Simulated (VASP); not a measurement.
# NaS3 (Pm-3m) in VASP: notebook, part 3 of 3

VASP 6.6.1.

### 5 Relaxation of cell and atoms, PBE

INCAR

```
PREC = Accurate ; ENCUT = 600
EDIFF = 1E-6 ; ISMEAR = 0
SIGMA = 0.1 ; LREAL = F
LASPH = T ; NELM = 60
ALGO = Normal ; ISIF = 3
LWAVE = F ; LCHARG = F
GGA = PE ; IBRION = 2
NSW = 100 ; EDIFFG = -0.01
```

KPOINTS

```
regular mesh
0
Gamma
  12 12 12
```

POSCAR

```
NaS3
1.0
    4.1252438969      0.0000000000      0.0000000000
    0.0000000000      4.1252438969      0.0000000000
    0.0000000000      0.0000000000      4.1252438969
Na S
1 3
Direct
    0.0000000000      0.0000000000      0.0000000000
    0.0000000000      0.5000000000      0.5000000000
    0.5000000000      0.0000000000      0.5000000000
    0.5000000000      0.5000000000      0.0000000000
```

Potentials or basis: VASP PAW PBE potentials, release 64 (Na_pv, S).

Started as:

```
$ cat potpaw_PBE.64/Na_pv/POTCAR potpaw_PBE.64/S/POTCAR > POTCAR
$ mpirun -np 1 vasp_std > vasp.out
```

OUTCAR:

```text
PREC = Accurate
   ENCUT = 600
   EDIFF = 1E-6
   ISMEAR = 0
   LREAL = F
   LASPH = T
   NELM = 60
   ISIF = 3
   GGA = PE
   IBRION = 2
   NSW = 100
   EDIFFG = -0.01

 ion  position               nearest neighbor table
   1  0.000  0.000  0.000-
   2  0.000  0.500  0.500-
   3  0.500  0.000  0.500-
   4  0.500  0.500  0.000-

  LATTYP: Found a simple cubic cell.
 ALAT       =     4.1252438969

  Lattice vectors:

 A1 = (   4.1252438969,   0.0000000000,   0.0000000000)
 A2 = (   0.0000000000,   4.1252438969,   0.0000000000)
 A3 = (   0.0000000000,   0.0000000000,   4.1252438969)

Analysis of symmetry for initial positions (statically):
=====================================================================
 Subroutine PRICEL returns:
 Original cell was already a primitive cell.

 Routine SETGRP: Setting up the symmetry group for a
 simple cubic supercell.

 Subroutine GETGRP returns: Found 48 space group operations
 (whereof 48 operations were pure point group operations)
 out of a pool of 48 trial point group operations.

The static configuration has the point symmetry O_h .

Analysis of symmetry for dynamics (positions and initial velocities):
=====================================================================
 Subroutine PRICEL returns:
 Original cell was already a primitive cell.

 Routine SETGRP: Setting up the symmetry group for a
 simple cubic supercell.

 Subroutine GETGRP returns: Found 48 space group operations
 (whereof 48 operations were pure point group operations)
 out of a pool of 48 trial point group operations.

The dynamic configuration has the point symmetry O_h .

 Subroutine INISYM returns: Found 48 space group operations
 (whereof 48 operations are pure point group operations),
 and found     1 'primitive' translations

----------------------------------------------------------------------------------------

                                     Primitive cell

  volume of cell :      70.2019

  direct lattice vectors                    reciprocal lattice vectors
     4.125243897  0.000000000  0.000000000     0.242409910  0.000000000  0.000000000
     0.000000000  4.125243897  0.000000000     0.000000000  0.242409910  0.000000000
     0.000000000  0.000000000  4.125243897     0.000000000  0.000000000  0.242409910

  length of vectors
     4.125243897  4.125243897  4.125243897     0.242409910  0.242409910  0.242409910

  position of ions in fractional coordinates (direct lattice)
     0.000000000  0.000000000  0.000000000
     0.000000000  0.500000000  0.500000000
     0.500000000  0.000000000  0.500000000
     0.500000000  0.500000000  0.000000000

  ion indices of the primitive-cell ions
[... 109 lines left out ...]
 non-spin polarized calculation
 Gauss-broadening in eV      SIGMA  =   0.10
  energy-cutoff  :      600.00
  volume of cell :       70.20
 maximum number of plane-waves:      2367
 NGX is ok and might be reduce to    36
   NGX = 17   NGY = 17   NGZ = 17

--------------------------------------- Ionic step        1  -------------------------------------------

 number of electron      25.0000008 magnetization

 Free energy of the ion-electron system (eV)
  ---------------------------------------------------
  ext. energy  EPLUGINS =         0.00000000
  ---------------------------------------------------
  free energy    TOTEN  =       -12.44920792 eV

  energy without entropy =      -12.43972438  energy(sigma->0) =      -12.44446615

------------------------ aborting loop because EDIFF is reached ----------------------------------------

  FORCE on cell =-STRESS in cart. coord.  units (eV):
  Direction    XX          YY          ZZ          XY          YZ          ZX
  --------------------------------------------------------------------------------------
  -------------------------------------------------------------------------------------
  Total        0.0405068      0.0405068      0.0405068      0.0000000     -0.0000000      0.0000000
  in kB        0.9244636      0.9244636      0.9244636      0.0000000     -0.0000000      0.0000000
  external PRESSURE =       0.9244636 kB  Pullay stress =       0.0000000 kB

 VOLUME and BASIS-vectors are now :
 -----------------------------------------------------------------------------
  energy-cutoff  :      600.00
  volume of cell :       70.20
      direct lattice vectors                 reciprocal lattice vectors
     4.125243897  0.000000000  0.000000000     0.242409910  0.000000000  0.000000000
     0.000000000  4.125243897  0.000000000     0.000000000  0.242409910  0.000000000
     0.000000000  0.000000000  4.125243897     0.000000000  0.000000000  0.242409910

 POSITION                                       TOTAL-FORCE (eV/Angst)
 -----------------------------------------------------------------------------------
      0.00000      0.00000      0.00000         0.000000      0.000000      0.000000
      0.00000      2.06262      2.06262         0.000000      0.000000      0.000000
      2.06262      0.00000      2.06262         0.000000      0.000000      0.000000
      2.06262      2.06262      0.00000         0.000000      0.000000      0.000000
 -----------------------------------------------------------------------------------
    total drift:                                0.000000      0.000000      0.000000

  FREE ENERGIE OF THE ION-ELECTRON SYSTEM (eV)
  ---------------------------------------------------
  free  energy   TOTEN  =       -12.4492079183 eV

  energy  without entropy=      -12.4397243763  energy(sigma->0) =      -12.44446615

--------------------------------------- Ionic step        2  -------------------------------------------

 number of electron      25.0000008 magnetization

 Free energy of the ion-electron system (eV)
  ---------------------------------------------------
  ext. energy  EPLUGINS =         0.00000000
  ---------------------------------------------------
  free energy    TOTEN  =       -12.44924024 eV

  energy without entropy =      -12.43975988  energy(sigma->0) =      -12.44450006

 E-fermi :   5.0114     XC(G=0): -10.0982

 val. band max:        4.9942330467   @ k =   0.5000   0.1667   0.0833
 cond. band min:       5.0443262742   @ k =   0.5000   0.1667   0.1667
 fundamental gap:      0.0500932275
 Fermi energy:         5.0114227142

 k-point     1 :       0.0000    0.0000    0.0000
  band No.  band energies     occupation
      1     -18.1794      2.00000
      2     -18.1794      2.00000
      3     -18.1794      2.00000
      4      -9.9631      2.00000
      5      -5.9318      2.00000
      6      -5.9318      2.00000
[... 433 lines left out ...]
      3     -18.1770      2.00000
      4      -8.4479      2.00000
      5      -7.4128      2.00000
      6      -6.7455      2.00000
[... 8 lines left out ...]
     15       6.2077      0.00000
     16      12.0375      0.00000

 [... further k-points ...]

------------------------ aborting loop because EDIFF is reached ----------------------------------------

  FORCE on cell =-STRESS in cart. coord.  units (eV):
  Direction    XX          YY          ZZ          XY          YZ          ZX
  --------------------------------------------------------------------------------------
  -------------------------------------------------------------------------------------
  Total        0.0038746      0.0038746      0.0038746     -0.0000000     -0.0000000      0.0000000
  in kB        0.0882972      0.0882972      0.0882972     -0.0000000     -0.0000000      0.0000000
  external PRESSURE =       0.0882972 kB  Pullay stress =       0.0000000 kB

 VOLUME and BASIS-vectors are now :
 -----------------------------------------------------------------------------
  energy-cutoff  :      600.00
  volume of cell :       70.30
      direct lattice vectors                 reciprocal lattice vectors
     4.127259240 -0.000000000  0.000000000     0.242291541  0.000000000  0.000000000
     0.000000000  4.127259240 -0.000000000     0.000000000  0.242291541  0.000000000
     0.000000000 -0.000000000  4.127259240    -0.000000000  0.000000000  0.242291541

 POSITION                                       TOTAL-FORCE (eV/Angst)
 -----------------------------------------------------------------------------------
      0.00000      0.00000      0.00000         0.000000      0.000000      0.000000
      0.00000      2.06363      2.06363         0.000000      0.000000      0.000000
      2.06363     -0.00000      2.06363         0.000000     -0.000000      0.000000
      2.06363      2.06363      0.00000         0.000000      0.000000      0.000000
 -----------------------------------------------------------------------------------
    total drift:                               -0.000000      0.000000      0.000000

  FREE ENERGIE OF THE ION-ELECTRON SYSTEM (eV)
  ---------------------------------------------------
  free  energy   TOTEN  =       -12.4492402414 eV

  energy  without entropy=      -12.4397598768  energy(sigma->0) =      -12.44450006

 reached required accuracy - stopping structural energy minimisation
```

OSZICAR:

```text
N       E                     dE             d eps       ncg     rms          rms(c)
DAV:   1     0.191119339649E+03    0.19112E+03   -0.12947E+04  2704   0.168E+03
DAV:   2     0.469465929291E+01   -0.18642E+03   -0.18386E+03  3072   0.368E+02
DAV:   3    -0.121223610435E+02   -0.16817E+02   -0.16298E+02  3616   0.976E+01
DAV:   4    -0.125241193839E+02   -0.40176E+00   -0.39942E+00  2904   0.162E+01
DAV:   5    -0.125323499163E+02   -0.82305E-02   -0.82295E-02  3560   0.253E+00    0.102E+01
DAV:   6    -0.124649491687E+02    0.67401E-01   -0.89257E-02  3200   0.174E+00    0.604E+00
DAV:   7    -0.124509117616E+02    0.14037E-01   -0.91630E-02  3952   0.197E+00    0.461E-01
DAV:   8    -0.124491764275E+02    0.17353E-02   -0.13190E-02  2936   0.751E-01    0.800E-02
DAV:   9    -0.124492011659E+02   -0.24738E-04   -0.22159E-04  3392   0.131E-01    0.320E-02
DAV:  10    -0.124492080237E+02   -0.68578E-05   -0.34401E-05  3424   0.687E-02    0.442E-03
DAV:  11    -0.124492079183E+02    0.10549E-06   -0.39758E-06  3000   0.179E-02
   1 F= -.12449208E+02 E0= -.12444466E+02  d E =-.124492E+02
       N       E                     dE             d eps       ncg     rms          rms(c)
DAV:   1    -0.124494300292E+02   -0.22201E-03   -0.56041E-03  3360   0.860E-01    0.101E-01
DAV:   2    -0.124492895779E+02    0.14045E-03   -0.21684E-04  3480   0.153E-01    0.423E-02
DAV:   3    -0.124492447454E+02    0.44833E-04   -0.11243E-04  3272   0.929E-02    0.118E-02
DAV:   4    -0.124492423624E+02    0.23830E-05   -0.16250E-06  2136   0.127E-02    0.752E-03
DAV:   5    -0.124492401421E+02    0.22204E-05   -0.29906E-07  1448   0.696E-03    0.687E-04
DAV:   6    -0.124492402414E+02   -0.99305E-07   -0.57311E-08  1392   0.274E-03
   2 F= -.12449240E+02 E0= -.12444500E+02  d E =-.323231E-04
```

Run time: 2.6 min. Hardware: 1 thread of Intel Xeon 8259CL, shared host; peak memory 0.26 GiB.

Results:

```yaml
Free_energy: -12.4492 eV
Relaxed_volume: 17.58 Å³/atom
Relaxed_cell: a = 4.127 Å, b = 4.127 Å, c = 4.127 Å, α = 90.00°, β = 90.00°, γ = 90.00°
Space_group_after_relaxing_to_0.05_Å: Pm-3m (No. 221)
Energy_gained_by_relaxing: 0.0 meV/atom
Ionic_steps: 2
Pressure_after_relaxing: 0.0 GPa
```

Final structure:
```cif
data_structure
_symmetry_space_group_name_H-M 'P 1'
_symmetry_Int_Tables_number 1
_cell_length_a 4.1273
_cell_length_b 4.1273
_cell_length_c 4.1273
_cell_angle_alpha 90.000
_cell_angle_beta 90.000
_cell_angle_gamma 90.000
_cell_volume 70.30
loop_
_atom_site_label
_atom_site_type_symbol
_atom_site_fract_x
_atom_site_fract_y
_atom_site_fract_z
_atom_site_occupancy
Na1 Na 0.00000 0.00000 0.00000 1
S1 S 0.00000 0.50000 0.50000 1
S2 S 0.50000 0.00000 0.50000 1
S3 S 0.50000 0.50000 0.00000 1
```

### 6 Overview

```csv
task,cell,k mesh,cutoff (eV),gap on the mesh (eV),pressure (GPa),relaxed volume (Å³/atom)
single point,"a = 4.125 Å, 4 atoms",4 × 4 × 4,520,none,0.1,-
relaxation of cell and atoms,"relaxed from a = 4.344 Å, 4 atoms",4 × 4 × 4,600,none,-0.2,17.66
single point,"a = 4.129 Å, 4 atoms",12 × 12 × 12,520,none,-0.1,-
relaxation of cell and atoms,"relaxed from a = 4.125 Å, 4 atoms",12 × 12 × 12,600,none,0.0,17.58
```

Alike in all rows: level PBE; potentials or basis VASP PAW PBE potentials, release 64 (Na_pv, S); no spin polarisation; smearing gaussian 0.1 eV.

Caveats: some runs use coarse meshes.

Absolute energies hang on the potentials; compare differences alone.
